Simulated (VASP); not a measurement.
Al2O3:

```
Al O
1.0
     2.38025    1.37424    4.33187
    -2.38025    1.37424    4.33187
     0.00000   -2.74848    4.33187
Al O
4 6
Direct
  0.85216 0.85216 0.85216
  0.64784 0.64784 0.64784
  0.14784 0.14784 0.14784
  0.35216 0.35216 0.35216
  0.05668 0.75000 0.44332
  0.75000 0.44332 0.05668
  0.44332 0.05668 0.75000
  0.94332 0.25000 0.55668
  0.25000 0.55668 0.94332
  0.55668 0.94332 0.25000
```

Base run:

```yaml
Program: VASP 6.6.1
Functional: PBE
Potentials_or_basis: VASP PAW PBE potentials, release 64 (Al, O)
Cutoff: 520 eV
k_mesh: 5 × 5 × 5
Occupations: fermi-dirac, width 0.05 eV
Spin: no spin polarisation
```

Its results: band gap on the k mesh 6.22 eV; pressure 7.2 GPa; largest force 0.027 eV/Å.

Task: The run is repeated on the same cell with these changes: functional from PBE to PBE exchange alone; k mesh from 5 × 5 × 5 to 7 × 7 × 7. What comes out?

Result: Band gap on the k mesh 6.53 eV; pressure 26.1 GPa; largest force 0.107 eV/Å.

Several settings changed at once.

Caveats: the cell stands under pressure.

A k mesh can miss the band edges.
